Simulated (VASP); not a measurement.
Crystal: Ti.

```
Ti
1.0
    -1.57738    1.57738    1.57738
     1.57738   -1.57738    1.57738
     1.57738    1.57738   -1.57738
Ti
1
Cartesian
  0.0000 0.0000 0.0000
```

This isn't the form of Ti at room conditions, which is hcp.

Base run:

| Quantity | Value |
| --- | --- |
| Program | VASP 6.6.1 |
| Functional | PBE |
| Potentials or basis | VASP PAW PBE potentials, release 64 (Ti_sv) |
| Cutoff | 520 eV |
| k mesh | 22 × 22 × 22 |
| Occupations | gaussian, width 0.15 eV |
| Spin | collinear spin |
| Starting moments | [0.6] μB |
| Fixed moment | 0.6 μB |

Its results: pressure 12.6 GPa; site moments Ti +0.43 μB.

**Question.** The run is repeated on the same cell with these changes: fixed moment from 0.6 μB to 0.7 μB; moments at the start from [0.6] to [0.7]. What comes out?

**Answer.** Pressure 13.0 GPa; site moments Ti +0.50 μB.

Caveats: the cell stands under pressure; the total moment is fixed, so each spin has its own Fermi level.
